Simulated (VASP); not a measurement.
# Ti in VASP: single point with PBE

Aim: the single point of Ti with PBE.

Everything below comes from runs of VASP 6.6.1. Logs are shortened: lines on timing, memory, paths and dates and some standing lists are left out, and cuts for length are marked.

**1. The cell of the first run**

The cell holds a slab with vacuum, 4 atoms: a = 2.938 Å, b = 2.938 Å, c = 20.976 Å, α = 90.00°, β = 90.00°, γ = 120.00°.

**2. Single point, PBE**

INCAR

```
SYSTEM = Ti
PREC = Accurate
ENCUT = 520
EDIFF = 1E-7
ISMEAR = 0
SIGMA = 0.1
LREAL = .FALSE.
LASPH = .TRUE.
NELM = 60
ALGO = Normal
ISIF = 2
LWAVE = .FALSE.
LCHARG = .FALSE.
LDIPOL = .TRUE.
IDIPOL = 3
DIPOL = 0.5 0.5 0.500
GGA = PE
NBANDS = 32
```

KPOINTS

```
regular mesh
0
G
  12 12 1
  0 0 0
```

POSCAR

```
Ti
1.0
    2.9384580611      0.0000000000      0.0000000000
   -1.4692290306      2.5447793289      0.0000000000
    0.0000000000      0.0000000000     20.9759510220
Ti
4
Direct
    0.6666666667      0.3333333333      0.3337155008
    0.3333333333      0.6666666667      0.4445718336
    0.6666666667      0.3333333333      0.5597825673
    0.3333333333      0.6666666667      0.6628835737
```

Potentials or basis: VASP PAW PBE potentials, release 64 (Ti_sv).

Launch:

```bash
> cat potpaw_PBE.64/Ti_sv/POTCAR > POTCAR
> mpirun -np 1 vasp_std > vasp.out
```

OUTCAR:

```text
SYSTEM = Ti
   PREC = Accurate
   ENCUT = 520
   EDIFF = 1E-7
   ISMEAR = 0
   LREAL = .FALSE.
   LASPH = .TRUE.
   NELM = 60
   ISIF = 2
   GGA = PE

 ion  position               nearest neighbor table
   1  0.667  0.333  0.334-   2 2.88   2 2.88   2 2.88
   2  0.333  0.667  0.445-   1 2.88   1 2.88   1 2.88
   3  0.667  0.333  0.560-   4 2.75   4 2.75   4 2.75
   4  0.333  0.667  0.663-   3 2.75   3 2.75   3 2.75

  LATTYP: Found a hexagonal cell.
 ALAT       =     2.9384580611
 C/A-ratio  =     7.1384210990

  Lattice vectors:

 A1 = (   2.9384580611,   0.0000000000,   0.0000000000)
 A2 = (  -1.4692290306,   2.5447793289,   0.0000000000)
 A3 = (   0.0000000000,   0.0000000000,  20.9759510220)

Analysis of symmetry for initial positions (statically):
=====================================================================
 Subroutine PRICEL returns:
 Original cell was already a primitive cell.

 Routine SETGRP: Setting up the symmetry group for a
 hexagonal supercell.

 Subroutine GETGRP returns: Found  6 space group operations
 (whereof  6 operations were pure point group operations)
 out of a pool of 24 trial point group operations.

The static configuration has the point symmetry C_3v.

Analysis of symmetry for dynamics (positions and initial velocities):
=====================================================================
 Subroutine PRICEL returns:
 Original cell was already a primitive cell.

 Routine SETGRP: Setting up the symmetry group for a
 hexagonal supercell.

 Subroutine GETGRP returns: Found  6 space group operations
 (whereof  6 operations were pure point group operations)
 out of a pool of 24 trial point group operations.

The dynamic configuration has the point symmetry C_3v.

 Subroutine INISYM returns: Found  6 space group operations
 (whereof  6 operations are pure point group operations),
 and found     1 'primitive' translations

----------------------------------------------------------------------------------------

                                     Primitive cell

  volume of cell :     156.8524

  direct lattice vectors                    reciprocal lattice vectors
     2.938458061  0.000000000  0.000000000     0.340314539  0.196480691  0.000000000
    -1.469229031  2.544779329  0.000000000     0.000000000  0.392961381  0.000000000
     0.000000000  0.000000000 20.975951022     0.000000000  0.000000000  0.047673643

  length of vectors
     2.938458061  2.938458061 20.975951022     0.392961381  0.392961381  0.047673643

  position of ions in fractional coordinates (direct lattice)
     0.666666667  0.333333333  0.333715501
     0.333333333  0.666666667  0.444571834
     0.666666667  0.333333333  0.559782567
     0.333333333  0.666666667  0.662883574

  ion indices of the primitive-cell ions
   primitive index   ion index
                 1           1
                 2           2
                 3           3
                 4           4

----------------------------------------------------------------------------------------

 KPOINTS: regular mesh

Automatic generation of k-mesh.
 Grid dimensions read from file:
 generate k-points for:   12   12    1

 Generating k-lattice:

  Cartesian coordinates                     Fractional coordinates (reciprocal lattice)
     0.028359545  0.016373391  0.000000000     0.083333333  0.000000000  0.000000000
     0.000000000  0.032746782  0.000000000     0.000000000  0.083333333  0.000000000
     0.000000000  0.000000000  0.047673643     0.000000000  0.000000000  1.000000000

  Length of vectors
     0.032746782  0.032746782  0.047673643

  Shift w.r.t. Gamma in fractional coordinates (k-lattice)
     0.000000000  0.000000000  0.000000000

 Subroutine IBZKPT returns following result:
 ===========================================

 Found     19 irreducible k-points:

 Following reciprocal coordinates:
            Coordinates               Weight
  0.000000  0.000000  0.000000      1.000000
  0.083333 -0.000000  0.000000      6.000000
  0.166667  0.000000  0.000000      6.000000
  0.250000  0.000000  0.000000      6.000000
  0.333333  0.000000  0.000000      6.000000
  0.416667  0.000000  0.000000      6.000000
[... 11 lines left out ...]
  0.333333  0.250000  0.000000     12.000000
  0.333333  0.333333  0.000000      2.000000
   k-points           NKPTS =     19   k-points in BZ     NKDIM =     19   number of bands    NBANDS=     32
   number of dos      NEDOS =    301   number of ions     NIONS =      4
   total plane-waves  NPLWV =  92160
   dimension x,y,z NGX =    24 NGY =   24 NGZ =  160
   dimension x,y,z NGXF=    48 NGYF=   48 NGZF=  320
   ions per type =               4
   NGX,Y,Z   is equivalent  to a cutoff of  13.58, 13.58, 12.68 a.u.
   NGXF,Y,Z  is equivalent  to a cutoff of  27.16, 27.16, 25.36 a.u.
 SYSTEM =  Ti
   PREC   = accura    normal or accurate (medium, high low for compatibility)
   ISTART =      0    job   : 0-new  1-cont  2-samecut
   ICHARG =      2    charge: 1-file 2-atom 10-const
   ISPIN  =      1    spin polarized calculation?
   LNONCOLLINEAR =      F non collinear calculations
   LSORBIT =      F    spin-orbit coupling
   LASPH  =      T    aspherical Exc in radial PAW
   ENCUT  =  520.0 eV  38.22 Ry    6.18 a.u.   5.46  5.46 39.00*2*pi/ulx,y,z
   NELM   =     60;   NELMIN=  2; NELMDL= -5     # of ELM steps
   EDIFF  = 0.1E-06   stopping-criterion for ELM
   LREAL  =      F    real-space projection
   EDIFFG = 0.1E-05   stopping-criterion for IOM
   NSW    =      0    number of steps for IOM
   IBRION =     -1    ionic relax: 0-MD 1-quasi-New 2-CG
   NFREE  =      0    steps in history (QN), initial steepest desc. (CG)
   ISIF   =      2    stress and relaxation
   ISYM   =      2    0-nonsym 1-usesym 2-fastsym
   POTIM  = 0.5000    time-step for ionic-motion
   TEBEG  =    0.0;   TEEND  =   0.0 temperature during run
   PSTRESS=    0.0 pullay stress
   NELECT =      48.0000    total number of electrons
   NUPDOWN=      -1.0000    fix difference up-down
   EMIN   =  10.00;   EMAX   =-10.00  energy-range for DOS
   EFERMI =   0.00;   METHOD = LEGACY
   ISMEAR =     0;   SIGMA  =   0.10  broadening in eV -4-tet -1-fermi 0-gaus
   EFERMI_NEDOS =   21; number of points for ismear=-14 and -15
   IALGO  =     38    algorithm
   IMIX   =      4    mixing-type and parameters
     AMIX     =   0.40;   BMIX     =  1.00
     AMIX_MAG =   1.60;   BMIX_MAG =  1.00
  volume/ion in A,a.u.               =      39.21       264.62
  Fermi-wavevector in a.u.,A,eV,Ry     =   1.103210  2.084764 16.559271  1.217072
  Thomas-Fermi vector in A             =   2.239665
   LORBIT       =      0    0 simple, 1 ext, 2 COOP (PROOUT), +10 PAW based schemes
   GGA     = PE    functional components
   LHFCALC =     F    Hartree Fock is set to
   AEXX    =    0.0000 exact exchange contribution
   IVDW    =     0    specifies the selected vdW correction
   LEPSILON=     F    determine dielectric tensor
   LRPA    =     F    only Hartree local field effects (RPA)
 non-spin polarized calculation
 Gauss-broadening in eV      SIGMA  =   0.10
  energy-cutoff  :      520.00
  volume of cell :      156.85
 maximum number of plane-waves:      4327
 NGX is ok and might be reduce to    24
   NGX = 11   NGY = 11   NGZ = 79

 dipolmoment           0.000000      0.000000      0.004577 electrons x Angstroem

 number of electron      47.9999992 magnetization

 dipolmoment           0.000000      0.000000     -0.003321 electrons x Angstroem

 Free energy of the ion-electron system (eV)
  ---------------------------------------------------
  ext. energy  EPLUGINS =         0.00000000
  ---------------------------------------------------
  free energy    TOTEN  =       -29.47271526 eV

  energy without entropy =      -29.42732916  energy(sigma->0) =      -29.45002221

 E-fermi :   1.3691     XC(G=0):  -6.0679

 val. band max:        1.3681343082   @ k =   0.1667   0.0833   0.0000
 cond. band min:       1.3701868182   @ k =   0.3333   0.0833   0.0000
 fundamental gap:      0.0020525100
 Fermi energy:         1.3690641177

 k-point     1 :       0.0000    0.0000    0.0000
  band No.  band energies     occupation
      1     -55.6173      2.00000
      2     -55.5368      2.00000
      3     -55.4122      2.00000
      4     -55.3083      2.00000
      5     -32.0651      2.00000
      6     -31.9937      2.00000
[... 24 lines left out ...]
     31       2.4457      0.00000
     32       2.4651      0.00000

 k-point     2 :       0.0833   -0.0000    0.0000
  band No.  band energies     occupation
      1     -55.6123      2.00000
      2     -55.5312      2.00000
      3     -55.4075      2.00000
      4     -55.3048      2.00000
      5     -32.0542      2.00000
      6     -31.9879      2.00000
[... 24 lines left out ...]
     31       2.3320      0.00000
     32       2.4877      0.00000

 k-point     3 :       0.1667    0.0000    0.0000
  band No.  band energies     occupation
      1     -55.5986      2.00000
      2     -55.5157      2.00000
      3     -55.3948      2.00000
      4     -55.2950      2.00000
      5     -32.0247      2.00000
      6     -31.9730      2.00000
[... 24 lines left out ...]
     31       2.5804      0.00000
     32       2.6251      0.00000

 k-point     4 :       0.2500    0.0000    0.0000
  band No.  band energies     occupation
      1     -55.5798      2.00000
      2     -55.4944      2.00000
      3     -55.3773      2.00000
      4     -55.2819      2.00000
      5     -31.9874      2.00000
      6     -31.9570      2.00000
[... 479 lines left out ...]
     31       3.2865      0.00000
     32       3.5710      0.00000

 k-point    18 :       0.3333    0.2500    0.0000
  band No.  band energies     occupation
      1     -55.5352      2.00000
      2     -55.4435      2.00000
      3     -55.3351      2.00000
      4     -55.2518      2.00000
      5     -31.9605      2.00000
      6     -31.9362      2.00000
[... 24 lines left out ...]
     31       3.3604      0.00000
     32       3.8069      0.00000

 k-point    19 :       0.3333    0.3333    0.0000
  band No.  band energies     occupation
      1     -55.5327      2.00000
      2     -55.4406      2.00000
      3     -55.3326      2.00000
      4     -55.2501      2.00000
      5     -31.9240      2.00000
      6     -31.9194      2.00000
[... 24 lines left out ...]
     31       3.3890      0.00000
     32       3.8245      0.00000

------------------------ aborting loop because EDIFF is reached ----------------------------------------

 vacuum level on the upper side and lower side of the slab       (xc-potential included)        -0.211        -0.163

  FORCE on cell =-STRESS in cart. coord.  units (eV):
  Direction    XX          YY          ZZ          XY          YZ          ZX
  --------------------------------------------------------------------------------------
  -------------------------------------------------------------------------------------
  Total       -1.2479604     -1.2479604     -1.5244638      0.0000000      0.0000000     -0.0000000
  in kB      -12.7473555    -12.7473555    -15.5717139      0.0000000      0.0000000     -0.0000000
  external PRESSURE =     -13.6888083 kB  Pullay stress =       0.0000000 kB

 VOLUME and BASIS-vectors are now :
 -----------------------------------------------------------------------------
  energy-cutoff  :      520.00
  volume of cell :      156.85
      direct lattice vectors                 reciprocal lattice vectors
     2.938458061  0.000000000  0.000000000     0.340314539  0.196480691  0.000000000
    -1.469229031  2.544779329  0.000000000     0.000000000  0.392961381  0.000000000
     0.000000000  0.000000000 20.975951022     0.000000000  0.000000000  0.047673643

 POSITION                                       TOTAL-FORCE (eV/Angst)
 -----------------------------------------------------------------------------------
      1.46923      0.84826      7.00000        -0.000000      0.000000      0.618849
     -0.00000      1.69652      9.32532        -0.000000     -0.000000     -0.604721
      1.46923      0.84826     11.74197         0.000000     -0.000000     -0.000812
     -0.00000      1.69652     13.90461         0.000000      0.000000     -0.013316
 -----------------------------------------------------------------------------------
    total drift:                                0.000000      0.000000     -0.000270

  FREE ENERGIE OF THE ION-ELECTRON SYSTEM (eV)
  ---------------------------------------------------
  free  energy   TOTEN  =       -29.4727152636 eV

  energy  without entropy=      -29.4273291636  energy(sigma->0) =      -29.45002221

 vacuum level on the upper side and lower side of the slab         5.637         5.693
```

It took 2.3 min on 1 thread of Intel Xeon Platinum 8488C (Sapphire Rapids), shared host; peak memory 0.33 GiB.

Results:

```yaml
Free_energy: -29.4727 eV
Largest_force: 0.619 eV/Å
Band_gap_on_the_k_mesh: zero (bands 24 and 25 overlap by 0.82 eV)
```

Forces in eV/Å, atoms in the order of the input:
```
Ti   0.000  0.000  0.619
Ti   0.000  0.000 -0.605
Ti   0.000  0.000 -0.001
Ti   0.000  0.000 -0.013
```

Levels at points of the mesh, in eV from the Fermi level:
```csv
k point,band 21,band 22,band 23,band 24,band 25,band 26,band 27,band 28
"(0.00, 0.00, 0.00)",-0.26,-0.02,0.44,0.49,0.65,0.65,0.72,0.72
"(0.50, 0.00, 0.00)",-1.43,-1.09,-0.72,0.09,0.50,0.70,1.06,1.22
```
